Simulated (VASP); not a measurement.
A run of VASP 6.6.1:

The input INCAR:

```
SYSTEM = Ge
ALGO = Normal
EDIFF = 1E-7
ENCUT = 520
GGA = CA
ISIF = 2
ISMEAR = -1
LASPH = .TRUE.
LCHARG = .FALSE.
LREAL = .FALSE.
LWAVE = .FALSE.
NBANDS = 36
NELM = 60
PREC = Accurate
SIGMA = 0.05
```

Contents of KPOINTS:

```
k-points
0
G
  8 8 4
  0 0 0
```

POSCAR

```
Ge
1.0
    3.9975858431      0.0000000000      0.0000000000
   -1.9987929216      3.4620108940      0.0000000000
    0.0000000000      0.0000000000      6.5993779500
Ge
4
Direct
    0.3333333333      0.6666666667      0.9370987500
    0.6666666667      0.3333333333      0.4370987500
    0.3333333333      0.6666666667      0.5629012500
    0.6666666667      0.3333333333      0.0629012500
```

Potentials or basis: VASP PAW LDA potentials, release 64 (Ge_d).

Launch:

```console
$ cat potpaw_LDA.64/Ge_d/POTCAR > POTCAR
$ mpirun -np 1 vasp_std > vasp.out
```

Hardware: 1 thread of Intel(R) Xeon(R) Platinum 8259CL CPU @ 2.50GHz (Skylake/Cascade Lake) (shared host).

**Question.** How long does it take, and how much memory?

**Answer.** Run time: 75 s on 1 thread of Intel(R) Xeon(R) Platinum 8259CL CPU @ 2.50GHz (Skylake/Cascade Lake), on a shared host, peak memory 0.21 GiB. Counts: scf iterations 13, k points 30.
